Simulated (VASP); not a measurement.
Input of a VASP 6.6.1 run:

Contents of INCAR:

```
ALGO = Normal
EDIFF = 1E-6
ENCUT = 600
GGA = PE
GGA_COMPAT = F
ISIF = 2
ISMEAR = 0
LASPH = T
LCHARG = F
LREAL = F
LWAVE = F
NBANDS = 16
NELM = 120
PREC = Accurate
SIGMA = 0.0054
```

Contents of KPOINTS:

```
k-points
0
Gamma
  2 2 2
```

Contents of POSCAR:

```
Si2Ni
1.0
    0.0000000000      2.6931550407      2.6931550407
    2.6931550407      0.0000000000      2.6931550407
    2.6931550407      2.6931550407      0.0000000000
Si Ni
2 1
Direct
    0.2500000000      0.2500000000      0.2500000000
    0.7500000000      0.7500000000      0.7500000000
    0.0000000000      0.0000000000      0.0000000000
```

Potentials or basis: VASP PAW PBE potentials, release 64 (Si, Ni).

The run is started by

```sh
$ cat potpaw_PBE.64/Si/POTCAR potpaw_PBE.64/Ni/POTCAR > POTCAR
$ mpirun -np 1 vasp_std > vasp.out
```

(1) Estimate the band gap on the k mesh.

(2) Predict the pressure.

## Answers

(1) zero (band 9 reaches 12.27 eV, above the bottom of band 10 at 10.07 eV).

(2) 7.2 GPa.

Caveat: the k points lie up to 1.01 Å⁻¹ apart.
